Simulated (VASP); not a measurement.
# Zr2B3 (Pm-3m) in VASP: further runs

The runs below take Zr2B3 through single point, relaxation of cell and atoms, with PBE.

Program: VASP 6.6.1. These are calculated values, not measurements. Logs are shortened: lines on timing, memory, paths and dates and some standing lists are left out, and cuts for length are marked.

## 1. The cell of the first run

Symmetry: Pm-3m, No. 221, cubic system. The conventional cell has a = 3.997 Å, b = 3.997 Å, c = 3.997 Å, α = 90.00°, β = 90.00°, γ = 90.00°. Within 2.6 Å of Zr (site symmetry m-3m) lie 6 B at 2.00 Å. Within 3.7 Å of Zr (site symmetry m-3m) lie 12 B at 2.83 Å and 8 Zr at 3.46 Å. Within 2.6 Å of B (site symmetry 4/mmm) lie 2 Zr at 2.00 Å.

## 2. Single point, PBE

INCAR reads:

```
SYSTEM = Zr2B3
ALGO     = Normal         ! electronic algorithm
EDIFF    = 1E-7           ! SCF threshold, eV
ENCUT    = 520            ! plane-wave cutoff, eV
GGA      = PE             ! functional
ISIF     = 2              ! what is computed and relaxed
ISMEAR   = 0              ! smearing method
LASPH    = .True.         ! aspherical terms in the spheres
LCHARG   = .True.         ! write CHGCAR
LELF     = .True.         ! ELF
LREAL    = .False.        ! projectors in reciprocal space
LVHAR    = .True.       
LWAVE    = .False.        ! write WAVECAR
NBANDS   = 24             ! bands
NELM     = 100            ! most SCF steps
PREC     = Accurate       ! precision mode
SIGMA    = 0.1            ! smearing width, eV
```

KPOINTS reads:

```
k-points
0
Gamma
  4 4 4
  0 0 0
```

POSCAR reads:

```
Zr2B3
1.0
    3.9970270900      0.0000000000      0.0000000000
    0.0000000000      3.9970270900      0.0000000000
    0.0000000000      0.0000000000      3.9970270900
Zr B
2 3
Direct
    0.0000000000      0.0000000000      0.0000000000
    0.5000000000      0.5000000000      0.5000000000
    0.5000000000      0.0000000000      0.0000000000
    0.0000000000      0.5000000000      0.0000000000
    0.0000000000      0.0000000000      0.5000000000
```

Potentials or basis: VASP PAW PBE potentials, release 64 (Zr_sv, B).

Command:

```console
$ cat potpaw_PBE.64/Zr_sv/POTCAR potpaw_PBE.64/B/POTCAR > POTCAR
$ mpirun -np 1 vasp_std > vasp.out
```

OUTCAR:

```text
SYSTEM = Zr2B3
   EDIFF = 1E-7
   ENCUT = 520
   GGA = PE
   ISIF = 2
   ISMEAR = 0
   LASPH = .True.
   LREAL = .False.
   NELM = 100
   PREC = Accurate

 ion  position               nearest neighbor table
   1  0.000  0.000  0.000-   3 2.00   4 2.00   5 2.00   5 2.00   4 2.00   3 2.00   2 3.46   2 3.46
                             2 3.46   2 3.46   2 3.46   2 3.46   2 3.46   2 3.46
   2  0.500  0.500  0.500-   3 2.83   4 2.83   5 2.83   3 2.83   4 2.83   3 2.83   5 2.83   3 2.83
                             4 2.83   5 2.83   4 2.83   5 2.83   1 3.46   1 3.46   1 3.46   1 3.46
   3  0.500  0.000  0.000-   1 2.00   1 2.00   2 2.83   2 2.83   2 2.83   2 2.83
   4  0.000  0.500  0.000-   1 2.00   1 2.00   2 2.83   2 2.83   2 2.83   2 2.83
   5  0.000  0.000  0.500-   1 2.00   1 2.00   2 2.83   2 2.83   2 2.83   2 2.83

  LATTYP: Found a simple cubic cell.
 ALAT       =     3.9970270900

  Lattice vectors:

 A1 = (   3.9970270900,   0.0000000000,   0.0000000000)
 A2 = (   0.0000000000,   3.9970270900,   0.0000000000)
 A3 = (   0.0000000000,   0.0000000000,   3.9970270900)

Analysis of symmetry for initial positions (statically):
=====================================================================
 Subroutine PRICEL returns:
 Original cell was already a primitive cell.

 Routine SETGRP: Setting up the symmetry group for a
 simple cubic supercell.

 Subroutine GETGRP returns: Found 48 space group operations
 (whereof 48 operations were pure point group operations)
 out of a pool of 48 trial point group operations.

The static configuration has the point symmetry O_h .

Analysis of symmetry for dynamics (positions and initial velocities):
=====================================================================
 Subroutine PRICEL returns:
 Original cell was already a primitive cell.

 Routine SETGRP: Setting up the symmetry group for a
 simple cubic supercell.

 Subroutine GETGRP returns: Found 48 space group operations
 (whereof 48 operations were pure point group operations)
 out of a pool of 48 trial point group operations.

The dynamic configuration has the point symmetry O_h .

 Subroutine INISYM returns: Found 48 space group operations
 (whereof 48 operations are pure point group operations),
 and found     1 'primitive' translations

----------------------------------------------------------------------------------------

                                     Primitive cell

  volume of cell :      63.8574

  direct lattice vectors                    reciprocal lattice vectors
     3.997027090  0.000000000  0.000000000     0.250185945  0.000000000  0.000000000
     0.000000000  3.997027090  0.000000000     0.000000000  0.250185945  0.000000000
     0.000000000  0.000000000  3.997027090     0.000000000  0.000000000  0.250185945

  length of vectors
     3.997027090  3.997027090  3.997027090     0.250185945  0.250185945  0.250185945

  position of ions in fractional coordinates (direct lattice)
     0.000000000  0.000000000  0.000000000
     0.500000000  0.500000000  0.500000000
     0.500000000  0.000000000  0.000000000
     0.000000000  0.500000000  0.000000000
     0.000000000  0.000000000  0.500000000

  ion indices of the primitive-cell ions
   primitive index   ion index
                 1           1
                 2           2
                 3           3
                 4           4
                 5           5

----------------------------------------------------------------------------------------

 KPOINTS: k-points

Automatic generation of k-mesh.
 Grid dimensions read from file:
 generate k-points for:    4    4    4

 Generating k-lattice:

  Cartesian coordinates                     Fractional coordinates (reciprocal lattice)
     0.062546486  0.000000000  0.000000000     0.250000000  0.000000000  0.000000000
     0.000000000  0.062546486  0.000000000     0.000000000  0.250000000  0.000000000
     0.000000000  0.000000000  0.062546486     0.000000000  0.000000000  0.250000000

  Length of vectors
     0.062546486  0.062546486  0.062546486

  Shift w.r.t. Gamma in fractional coordinates (k-lattice)
     0.000000000  0.000000000  0.000000000

 Subroutine IBZKPT returns following result:
 ===========================================

 Found     10 irreducible k-points:

 Following reciprocal coordinates:
            Coordinates               Weight
  0.000000  0.000000  0.000000      1.000000
  0.250000  0.000000  0.000000      6.000000
  0.500000  0.000000  0.000000      3.000000
  0.250000  0.250000  0.000000     12.000000
  0.500000  0.250000  0.000000     12.000000
  0.500000  0.500000  0.000000      3.000000
  0.250000  0.250000  0.250000      8.000000
  0.500000  0.250000  0.250000     12.000000
  0.500000  0.500000  0.250000      6.000000
  0.500000  0.500000  0.500000      1.000000
   k-points           NKPTS =     10   k-points in BZ     NKDIM =     10   number of bands    NBANDS=     24
   number of dos      NEDOS =    301   number of ions     NIONS =      5
   total plane-waves  NPLWV =  27000
   dimension x,y,z NGX =    30 NGY =   30 NGZ =   30
   dimension x,y,z NGXF=    60 NGYF=   60 NGZF=   60
   ions per type =               2   3
   NGX,Y,Z   is equivalent  to a cutoff of  12.48, 12.48, 12.48 a.u.
   NGXF,Y,Z  is equivalent  to a cutoff of  24.96, 24.96, 24.96 a.u.
 SYSTEM =  Zr2B3
   PREC   = accura    normal or accurate (medium, high low for compatibility)
   ISTART =      0    job   : 0-new  1-cont  2-samecut
   ICHARG =      2    charge: 1-file 2-atom 10-const
   ISPIN  =      1    spin polarized calculation?
   LNONCOLLINEAR =      F non collinear calculations
   LSORBIT =      F    spin-orbit coupling
   LASPH  =      T    aspherical Exc in radial PAW
   ENCUT  =  520.0 eV  38.22 Ry    6.18 a.u.   7.43  7.43  7.43*2*pi/ulx,y,z
   NELM   =    100;   NELMIN=  2; NELMDL= -5     # of ELM steps
   EDIFF  = 0.1E-06   stopping-criterion for ELM
   LREAL  =      F    real-space projection
   EDIFFG = 0.1E-05   stopping-criterion for IOM
   NSW    =      0    number of steps for IOM
   IBRION =     -1    ionic relax: 0-MD 1-quasi-New 2-CG
   NFREE  =      0    steps in history (QN), initial steepest desc. (CG)
   ISIF   =      2    stress and relaxation
   ISYM   =      2    0-nonsym 1-usesym 2-fastsym
   POTIM  = 0.5000    time-step for ionic-motion
   TEBEG  =    0.0;   TEEND  =   0.0 temperature during run
   PSTRESS=    0.0 pullay stress
   NELECT =      33.0000    total number of electrons
   NUPDOWN=      -1.0000    fix difference up-down
   EMIN   =  10.00;   EMAX   =-10.00  energy-range for DOS
   EFERMI =   0.00;   METHOD = LEGACY
   ISMEAR =     0;   SIGMA  =   0.10  broadening in eV -4-tet -1-fermi 0-gaus
   EFERMI_NEDOS =   21; number of points for ismear=-14 and -15
   IALGO  =     38    algorithm
   IMIX   =      4    mixing-type and parameters
     AMIX     =   0.40;   BMIX     =  1.00
     AMIX_MAG =   1.60;   BMIX_MAG =  1.00
  volume/ion in A,a.u.               =      12.77        86.19
  Fermi-wavevector in a.u.,A,eV,Ry     =   1.313739  2.482607 23.482429  1.725910
  Thomas-Fermi vector in A             =   2.444041
   LORBIT       =      0    0 simple, 1 ext, 2 COOP (PROOUT), +10 PAW based schemes
   GGA     = PE    functional components
   LHFCALC =     F    Hartree Fock is set to
   AEXX    =    0.0000 exact exchange contribution
   IVDW    =     0    specifies the selected vdW correction
   LEPSILON=     F    determine dielectric tensor
   LRPA    =     F    only Hartree local field effects (RPA)
 non-spin polarized calculation
 Gauss-broadening in eV      SIGMA  =   0.10
  energy-cutoff  :      520.00
  volume of cell :       63.86
 maximum number of plane-waves:      1747
 NGX is ok and might be reduce to    30
   NGX = 15   NGY = 15   NGZ = 15

 number of electron      32.9999999 magnetization

 Free energy of the ion-electron system (eV)
  ---------------------------------------------------
  ext. energy  EPLUGINS =         0.00000000
  ---------------------------------------------------
  free energy    TOTEN  =       -31.47995206 eV

  energy without entropy =      -31.46820046  energy(sigma->0) =      -31.47407626

 E-fermi :   9.0419     XC(G=0): -11.6162

 val. band max:        8.9843969229   @ k =   0.5000   0.5000   0.2500
 cond. band min:       9.0438800858   @ k =   0.5000   0.0000   0.0000
 fundamental gap:      0.0594831629
 Fermi energy:         9.0418714757

 k-point     1 :       0.0000    0.0000    0.0000
  band No.  band energies     occupation
      1     -41.0750      2.00000
      2     -38.2305      2.00000
      3     -19.0200      2.00000
      4     -19.0200      2.00000
      5     -19.0200      2.00000
      6     -16.9420      2.00000
[... 16 lines left out ...]
     23      12.2240      0.00000
     24      12.2240      0.00000

 k-point     2 :       0.2500    0.0000    0.0000
  band No.  band energies     occupation
      1     -41.0734      2.00000
      2     -38.2314      2.00000
      3     -19.0454      2.00000
      4     -19.0117      2.00000
      5     -19.0117      2.00000
      6     -16.9720      2.00000
[... 16 lines left out ...]
     23      12.3771      0.00000
     24      12.6301      0.00000

 k-point     3 :       0.5000    0.0000    0.0000
  band No.  band energies     occupation
      1     -41.0719      2.00000
      2     -38.2323      2.00000
      3     -19.0708      2.00000
      4     -19.0033      2.00000
      5     -19.0033      2.00000
      6     -17.0015      2.00000
[... 16 lines left out ...]
     23      13.1308      0.00000
     24      14.1435      0.00000
[... 136 lines left out ...]
 k-point     9 :       0.5000    0.5000    0.2500
  band No.  band energies     occupation
      1     -41.0681      2.00000
      2     -38.2338      2.00000
      3     -19.0722      2.00000
      4     -19.0722      2.00000
      5     -19.0272      2.00000
      6     -16.9596      2.00000
[... 16 lines left out ...]
     23      13.2077      0.00000
     24      13.2080      0.00000

 k-point    10 :       0.5000    0.5000    0.5000
  band No.  band energies     occupation
      1     -41.0668      2.00000
      2     -38.2343      2.00000
      3     -19.0579      2.00000
      4     -19.0579      2.00000
      5     -19.0579      2.00000
      6     -16.9679      2.00000
[... 16 lines left out ...]
     23      12.3880      0.00000
     24      13.2149      0.00000

------------------------ aborting loop because EDIFF is reached ----------------------------------------

  FORCE on cell =-STRESS in cart. coord.  units (eV):
  Direction    XX          YY          ZZ          XY          YZ          ZX
  --------------------------------------------------------------------------------------
  -------------------------------------------------------------------------------------
  Total        9.1616982      9.1616982      9.1616982      0.0000000      0.0000000     -0.0000000
  in kB      229.8662910    229.8662910    229.8662910      0.0000000      0.0000000     -0.0000000
  external PRESSURE =     229.8662910 kB  Pullay stress =       0.0000000 kB

 VOLUME and BASIS-vectors are now :
 -----------------------------------------------------------------------------
  energy-cutoff  :      520.00
  volume of cell :       63.86
      direct lattice vectors                 reciprocal lattice vectors
     3.997027090  0.000000000  0.000000000     0.250185945  0.000000000  0.000000000
     0.000000000  3.997027090  0.000000000     0.000000000  0.250185945  0.000000000
     0.000000000  0.000000000  3.997027090     0.000000000  0.000000000  0.250185945

 POSITION                                       TOTAL-FORCE (eV/Angst)
 -----------------------------------------------------------------------------------
      0.00000      0.00000      0.00000         0.000000      0.000000      0.000000
      1.99851      1.99851      1.99851         0.000000      0.000000      0.000000
      1.99851      0.00000      0.00000         0.000000      0.000000      0.000000
      0.00000      1.99851      0.00000         0.000000      0.000000      0.000000
      0.00000      0.00000      1.99851         0.000000      0.000000      0.000000
 -----------------------------------------------------------------------------------
    total drift:                                0.000000      0.000000      0.000000

  FREE ENERGIE OF THE ION-ELECTRON SYSTEM (eV)
  ---------------------------------------------------
  free  energy   TOTEN  =       -31.4799520593 eV

  energy  without entropy=      -31.4682004611  energy(sigma->0) =      -31.47407626
```

It took 21 s on 1 thread of Intel Xeon 6975P-C, shared host; peak memory 0.16 GiB.

What came out:

| Item | Value |
| --- | --- |
| Free energy | -31.4800 eV |
| Pressure | 23.0 GPa |

Caveat: the k points lie up to 0.39 Å⁻¹ apart.

## 3. Single point, PBE

This run uses another cell than the first one, of 15.03 Å³/atom, 1.176 times its volume.

INCAR reads:

```
  PREC = Accurate
  ENCUT = 520
  EDIFF = 1E-6
  ISMEAR = 0
  SIGMA = 0.1
  LREAL = False
  LASPH = True
  NELM = 80
  ALGO = Normal
  ISIF = 2
  LWAVE = False
  LCHARG = False
  GGA = PE
  NBANDS = 24
```

KPOINTS reads:

```
regular mesh
0
Gamma
  4 4 4
```

Edit POSCAR of step 2 so:

```diff
@@ -2,5 +2,5 @@
 1.0
-    3.9970270900      0.0000000000      0.0000000000
-    0.0000000000      3.9970270900      0.0000000000
-    0.0000000000      0.0000000000      3.9970270900
+    4.2195359464      0.0000000000      0.0000000000
+    0.0000000000      4.2195359464      0.0000000000
+    0.0000000000      0.0000000000      4.2195359464
 Zr B
```

Potentials or basis: VASP PAW PBE potentials, release 64 (Zr_sv, B).

Command:

```console
$ cat potpaw_PBE.64/Zr_sv/POTCAR potpaw_PBE.64/B/POTCAR > POTCAR
$ mpirun -np 1 vasp_std > vasp.out
```

It took 16 s on 1 thread of Intel Xeon 6975P-C, shared host; peak memory 0.18 GiB.

It converged, with:

```yaml
Free_energy: -32.2129 eV
Pressure: 0.2 GPa
```

Levels at points of the mesh, in eV from the Fermi level:
```tsv
k point	band 15	band 16	band 17	band 18	band 19	band 20
(0.00, 0.00, 0.00)	-0.11	-0.11	-0.11	0.43	0.43	1.32
(0.50, 0.00, 0.00)	-2.00	-1.95	-1.95	-0.10	0.71	1.63
(0.50, 0.50, 0.00)	-2.70	-2.56	0.45	0.45	1.04	1.13
(0.50, 0.50, 0.50)	-2.73	-2.52	-2.52	1.54	1.54	2.13
```

Caveat: the k points lie up to 0.37 Å⁻¹ apart.

(Continued in part 2 of 2.)
